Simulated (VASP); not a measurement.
# Be2Se (F-43m) in VASP: notebook

Runs on Be2Se. Level: PBE. Tasks: single point, relaxation of cell and atoms.

All numbers are computed with VASP 6.6.1; they aren't measurements. Logs are shortened: lines on timing, memory, paths and dates and some standing lists are left out, and cuts for length are marked.

## Step 1: The cell of the first run

The structure is cubic, space group F-43m (No. 216). The conventional cell has a = 5.409 Å, b = 5.409 Å, c = 5.409 Å, α = 90.00°, β = 90.00°, γ = 90.00°. Within 3.1 Å of Be (site symmetry -43m) lie 4 Be at 2.34 Å and 4 Se at 2.34 Å. Within 3.1 Å of Be (site symmetry -43m) lie 4 Be at 2.34 Å and 6 Se at 2.70 Å. Within 3.1 Å of Se (site symmetry -43m) lie 10 Be at 2.34 to 2.70 Å.

The cell was generated, and may not be a known phase.

## Step 2: Single point, PBE

INCAR

```
PREC     = Accurate       # precision mode
ENCUT    = 520            # plane-wave cutoff, eV
EDIFF    = 1E-7           # SCF threshold, eV
ISMEAR   = 0              # smearing method
SIGMA    = 0.1            # smearing width, eV
LREAL    = F              # projectors in reciprocal space
LASPH    = T              # aspherical terms in the spheres
NELM     = 100            # most SCF steps
ALGO     = Normal         # electronic algorithm
ISIF     = 2              # what is computed and relaxed
LWAVE    = F              # write WAVECAR
LCHARG   = T              # write CHGCAR
GGA      = PE             # functional
LELF     = T              # ELF
LVHAR    = T            
NBANDS   = 12             # bands
```

KPOINTS

```
regular mesh
0
Gamma
  6 6 6
```

POSCAR

```
Be2Se
1.0
    0.0000000000      2.7043587900      2.7043587900
    2.7043587900      0.0000000000      2.7043587900
    2.7043587900      2.7043587900      0.0000000000
Be Se
2 1
Direct
    0.7500000000      0.7500000000      0.7500000000
    0.5000000000      0.5000000000      0.5000000000
    0.0000000000      0.0000000000      0.0000000000
```

Potentials or basis: VASP PAW PBE potentials, release 64 (Be, Se).

Launch:

```console
$ cat potpaw_PBE.64/Be/POTCAR potpaw_PBE.64/Se/POTCAR > POTCAR
$ mpirun -np 1 vasp_std > vasp.out
```

OUTCAR:

```text
PREC = Accurate
   ENCUT = 520
   EDIFF = 1E-7
   ISMEAR = 0
   LREAL = F
   LASPH = T
   NELM = 100
   ISIF = 2
   GGA = PE

 ion  position               nearest neighbor table
   1  0.750  0.750  0.750-   2 2.34   2 2.34   3 2.34   3 2.34   3 2.34   3 2.34   2 2.34   2 2.34

   2  0.500  0.500  0.500-   1 2.34   1 2.34   1 2.34   1 2.34
   3  0.000  0.000  0.000-   1 2.34   1 2.34   1 2.34   1 2.34

  LATTYP: Found a face centered cubic cell.
 ALAT       =     5.4087175800

  Lattice vectors:

 A1 = (   0.0000000000,   2.7043587900,   2.7043587900)
 A2 = (   2.7043587900,   0.0000000000,   2.7043587900)
 A3 = (   2.7043587900,   2.7043587900,   0.0000000000)

Analysis of symmetry for initial positions (statically):
=====================================================================
 Subroutine PRICEL returns:
 Original cell was already a primitive cell.

 Routine SETGRP: Setting up the symmetry group for a
 face centered cubic supercell.

 Subroutine GETGRP returns: Found 24 space group operations
 (whereof 24 operations were pure point group operations)
 out of a pool of 48 trial point group operations.

The static configuration has the point symmetry T_d .

Analysis of symmetry for dynamics (positions and initial velocities):
=====================================================================
 Subroutine PRICEL returns:
 Original cell was already a primitive cell.

 Routine SETGRP: Setting up the symmetry group for a
 face centered cubic supercell.

 Subroutine GETGRP returns: Found 24 space group operations
 (whereof 24 operations were pure point group operations)
 out of a pool of 48 trial point group operations.

The dynamic configuration has the point symmetry T_d .

 Subroutine INISYM returns: Found 24 space group operations
 (whereof 24 operations are pure point group operations),
 and found     1 'primitive' translations

----------------------------------------------------------------------------------------

                                     Primitive cell

  volume of cell :      39.5570

  direct lattice vectors                    reciprocal lattice vectors
     0.000000000  2.704358790  2.704358790    -0.184886710  0.184886710  0.184886710
     2.704358790  0.000000000  2.704358790     0.184886710 -0.184886710  0.184886710
     2.704358790  2.704358790  0.000000000     0.184886710  0.184886710 -0.184886710

  length of vectors
     3.824540878  3.824540878  3.824540878     0.320233176  0.320233176  0.320233176

  position of ions in fractional coordinates (direct lattice)
     0.750000000  0.750000000  0.750000000
     0.500000000  0.500000000  0.500000000
     0.000000000  0.000000000  0.000000000

  ion indices of the primitive-cell ions
   primitive index   ion index
                 1           1
                 2           2
                 3           3

----------------------------------------------------------------------------------------

 KPOINTS: regular mesh

Automatic generation of k-mesh.
 Grid dimensions read from file:
 generate k-points for:    6    6    6

 Generating k-lattice:

  Cartesian coordinates                     Fractional coordinates (reciprocal lattice)
    -0.030814452  0.030814452  0.030814452     0.166666667  0.000000000  0.000000000
     0.030814452 -0.030814452  0.030814452     0.000000000  0.166666667  0.000000000
     0.030814452  0.030814452 -0.030814452     0.000000000  0.000000000  0.166666667

  Length of vectors
     0.053372196  0.053372196  0.053372196

  Shift w.r.t. Gamma in fractional coordinates (k-lattice)
     0.000000000  0.000000000  0.000000000

 Subroutine IBZKPT returns following result:
 ===========================================

 Found     16 irreducible k-points:

 Following reciprocal coordinates:
            Coordinates               Weight
  0.000000  0.000000  0.000000      1.000000
  0.166667  0.000000  0.000000      8.000000
  0.333333  0.000000  0.000000      8.000000
  0.500000  0.000000  0.000000      4.000000
  0.166667  0.166667  0.000000      6.000000
  0.333333  0.166667  0.000000     24.000000
[... 8 lines left out ...]
 -0.333333  0.333333  0.166667     24.000000
 -0.333333  0.500000  0.166667     12.000000
   k-points           NKPTS =     16   k-points in BZ     NKDIM =     16   number of bands    NBANDS=     12
   number of dos      NEDOS =    301   number of ions     NIONS =      3
   total plane-waves  NPLWV =  21952
   dimension x,y,z NGX =    28 NGY =   28 NGZ =   28
   dimension x,y,z NGXF=    56 NGYF=   56 NGZF=   56
   ions per type =               2   1
   NGX,Y,Z   is equivalent  to a cutoff of  12.17, 12.17, 12.17 a.u.
   NGXF,Y,Z  is equivalent  to a cutoff of  24.34, 24.34, 24.34 a.u.
 SYSTEM =  unknown system
   PREC   = accura    normal or accurate (medium, high low for compatibility)
   ISTART =      0    job   : 0-new  1-cont  2-samecut
   ICHARG =      2    charge: 1-file 2-atom 10-const
   ISPIN  =      1    spin polarized calculation?
   LNONCOLLINEAR =      F non collinear calculations
   LSORBIT =      F    spin-orbit coupling
   LASPH  =      T    aspherical Exc in radial PAW
   ENCUT  =  520.0 eV  38.22 Ry    6.18 a.u.   7.11  7.11  7.11*2*pi/ulx,y,z
   NELM   =    100;   NELMIN=  2; NELMDL= -5     # of ELM steps
   EDIFF  = 0.1E-06   stopping-criterion for ELM
   LREAL  =      F    real-space projection
   EDIFFG = 0.1E-05   stopping-criterion for IOM
   NSW    =      0    number of steps for IOM
   IBRION =     -1    ionic relax: 0-MD 1-quasi-New 2-CG
   NFREE  =      0    steps in history (QN), initial steepest desc. (CG)
   ISIF   =      2    stress and relaxation
   ISYM   =      2    0-nonsym 1-usesym 2-fastsym
   POTIM  = 0.5000    time-step for ionic-motion
   TEBEG  =    0.0;   TEEND  =   0.0 temperature during run
   PSTRESS=    0.0 pullay stress
   NELECT =      10.0000    total number of electrons
   NUPDOWN=      -1.0000    fix difference up-down
   EMIN   =  10.00;   EMAX   =-10.00  energy-range for DOS
   EFERMI =   0.00;   METHOD = LEGACY
   ISMEAR =     0;   SIGMA  =   0.10  broadening in eV -4-tet -1-fermi 0-gaus
   EFERMI_NEDOS =   21; number of points for ismear=-14 and -15
   IALGO  =     38    algorithm
   IMIX   =      4    mixing-type and parameters
     AMIX     =   0.40;   BMIX     =  1.00
     AMIX_MAG =   1.60;   BMIX_MAG =  1.00
  volume/ion in A,a.u.               =      13.19        88.98
  Fermi-wavevector in a.u.,A,eV,Ry     =   1.035143  1.956137 14.578940  1.071522
  Thomas-Fermi vector in A             =   2.169473
   LORBIT       =      0    0 simple, 1 ext, 2 COOP (PROOUT), +10 PAW based schemes
   GGA     = PE    functional components
   LHFCALC =     F    Hartree Fock is set to
   AEXX    =    0.0000 exact exchange contribution
   IVDW    =     0    specifies the selected vdW correction
   LEPSILON=     F    determine dielectric tensor
   LRPA    =     F    only Hartree local field effects (RPA)
 non-spin polarized calculation
 Gauss-broadening in eV      SIGMA  =   0.10
  energy-cutoff  :      520.00
  volume of cell :       39.56
 maximum number of plane-waves:      1090
   NGX = 15   NGY = 15   NGZ = 15

 number of electron      10.0000000 magnetization

 number of electron       9.9999999 magnetization

 Free energy of the ion-electron system (eV)
  ---------------------------------------------------
  ext. energy  EPLUGINS =         0.00000000
  ---------------------------------------------------
  free energy    TOTEN  =        -9.43424892 eV

  energy without entropy =       -9.42469239  energy(sigma->0) =       -9.42947066

 E-fermi :   6.8174     XC(G=0): -10.1748

 val. band max:        6.7987104633   @ k =  -0.3333   0.3333   0.1667
 cond. band min:       6.9107177444   @ k =  -0.3333   0.3333   0.1667
 fundamental gap:      0.1120072810
 Fermi energy:         6.8174273881

 k-point     1 :       0.0000    0.0000    0.0000
  band No.  band energies     occupation
      1      -9.7416      2.00000
      2       3.1847      2.00000
      3       3.1847      2.00000
      4       3.1847      2.00000
      5       4.8620      2.00000
      6       7.5477      0.00000
      7       7.5477      0.00000
      8       7.5477      0.00000
      9      11.8055      0.00000
     10      11.8055      0.00000
     11      11.8055      0.00000
     12      14.2011      0.00000

 k-point     2 :       0.1667    0.0000    0.0000
  band No.  band energies     occupation
      1      -9.5098      2.00000
      2       1.0099      2.00000
      3       2.9541      2.00000
      4       2.9541      2.00000
      5       5.8081      2.00000
      6       7.6526      0.00000
      7       7.6526      0.00000
      8       8.5659      0.00000
      9      11.2018      0.00000
     10      11.2018      0.00000
     11      11.8759      0.00000
     12      15.1601      0.00000

 k-point     3 :       0.3333    0.0000    0.0000
  band No.  band energies     occupation
      1      -8.9501      2.00000
      2      -1.3318      2.00000
      3       2.6160      2.00000
      4       2.6160      2.00000
      5       5.7718      2.00000
      6       7.1035      0.00005
      7       7.1035      0.00005
      8       9.9797      0.00000
      9      12.5337      0.00000
     10      12.5337      0.00000
     11      13.0175      0.00000
     12      16.9098      0.00000
[... 166 lines left out ...]
 k-point    15 :      -0.3333    0.3333    0.1667
  band No.  band energies     occupation
      1      -8.2705      2.00000
      2      -1.5383      2.00000
      3      -0.1811      2.00000
      4       0.8361      2.00000
      5       6.7987      1.20876
      6       6.9107      0.18706
      7      10.5701      0.00000
      8      11.2567      0.00000
      9      11.2883      0.00000
     10      13.4230      0.00000
     11      15.7660      0.00000
     12      16.5642      0.00000

 k-point    16 :      -0.3333    0.5000    0.1667
  band No.  band energies     occupation
      1      -8.1523      2.00000
      2      -1.3223      2.00000
      3      -0.1207      2.00000
      4      -0.0152      2.00000
      5       5.3851      2.00000
      6       8.8363      0.00000
      7       9.1160      0.00000
      8      11.9673      0.00000
      9      12.7020      0.00000
     10      14.3936      0.00000
     11      15.9174      0.00000
     12      16.4266      0.00000

------------------------ aborting loop because EDIFF is reached ----------------------------------------

  FORCE on cell =-STRESS in cart. coord.  units (eV):
  Direction    XX          YY          ZZ          XY          YZ          ZX
  --------------------------------------------------------------------------------------
  -------------------------------------------------------------------------------------
  Total        1.1439579      1.1439579      1.1439579      0.0000000      0.0000000      0.0000000
  in kB       46.3337758     46.3337758     46.3337758      0.0000000      0.0000000      0.0000000
  external PRESSURE =      46.3337758 kB  Pullay stress =       0.0000000 kB

 VOLUME and BASIS-vectors are now :
 -----------------------------------------------------------------------------
  energy-cutoff  :      520.00
  volume of cell :       39.56
      direct lattice vectors                 reciprocal lattice vectors
     0.000000000  2.704358790  2.704358790    -0.184886710  0.184886710  0.184886710
     2.704358790  0.000000000  2.704358790     0.184886710 -0.184886710  0.184886710
     2.704358790  2.704358790  0.000000000     0.184886710  0.184886710 -0.184886710

 POSITION                                       TOTAL-FORCE (eV/Angst)
 -----------------------------------------------------------------------------------
      4.05654      4.05654      4.05654         0.000000      0.000000      0.000000
      2.70436      2.70436      2.70436         0.000000      0.000000      0.000000
      0.00000      0.00000      0.00000        -0.000000     -0.000000     -0.000000
 -----------------------------------------------------------------------------------
    total drift:                                0.000000      0.000000      0.000000

  FREE ENERGIE OF THE ION-ELECTRON SYSTEM (eV)
  ---------------------------------------------------
  free  energy   TOTEN  =        -9.4342489232 eV

  energy  without entropy=       -9.4246923944  energy(sigma->0) =       -9.42947066
```

It took 5.7 s on 1 thread of Intel Xeon 6975P-C (Granite Rapids), shared host; peak memory 0.15 GiB.

What came out:

```yaml
Free_energy: -9.4342 eV
Pressure: 4.6 GPa
Band_gap_on_the_k_mesh: zero (bands 5 and 6 overlap by 0.07 eV)
```

Caveat: the cell stands under pressure; semilocal functionals underestimate gaps, and a narrow one can read as zero.

## Step 3: Single point, PBE

This run uses another cell than the first one, of 14.11 Å³/atom.

INCAR

```
ALGO = Normal
EDIFF = 1E-7
ENCUT = 520
GGA = PE
ISIF = 2
ISMEAR = 0
LASPH = True
LCHARG = True
LELF = True
LREAL = False
LVHAR = True
LWAVE = False
NBANDS = 12
NELM = 80
PREC = Accurate
SIGMA = 0.1
```

KPOINTS

```
k-points
0
Gamma
  6 6 6
```

POSCAR

```
Be2Se
1.0
    0.0000000000      2.7662803145      2.7662803145
    2.7662803145      0.0000000000      2.7662803145
    2.7662803145      2.7662803145      0.0000000000
Be Se
2 1
Direct
    0.7500000000      0.7500000000      0.7500000000
    0.5000000000      0.5000000000      0.5000000000
    0.0000000000      0.0000000000      0.0000000000
```

Potentials or basis: VASP PAW PBE potentials, release 64 (Be, Se).

Launch:

```console
$ cat potpaw_PBE.64/Be/POTCAR potpaw_PBE.64/Se/POTCAR > POTCAR
$ mpirun -np 1 vasp_std > vasp.out
```

Wall time 11 s (1 thread of Intel Xeon 6975P-C (Granite Rapids), shared host); peak memory 0.16 GiB.

The run converged. Its results:

```yaml
Free_energy: -9.4739 eV
Pressure: 0.2 GPa
Band_gap_on_the_k_mesh: 0.07 eV (least direct gap 0.08 eV)
```

Levels at points of the mesh, in eV from the valence-band top:
```
           k point  band 3  band 4  band 5  band 6  band 7  band 8
(0.00, 0.00, 0.00)   -3.47   -3.47   -2.28    0.85    0.85    0.85
(0.50, 0.00, 0.00)   -4.10   -4.10   -1.21    0.07    0.07    3.13
(0.50, 0.50, 0.00)   -5.86   -5.86   -3.22    0.53    5.00    5.00
```

A k mesh can miss the band edges.

(Continued in part 2 of 2.)

The gap in the log of VASP goes by the Fermi energy; the results here count the filled bands.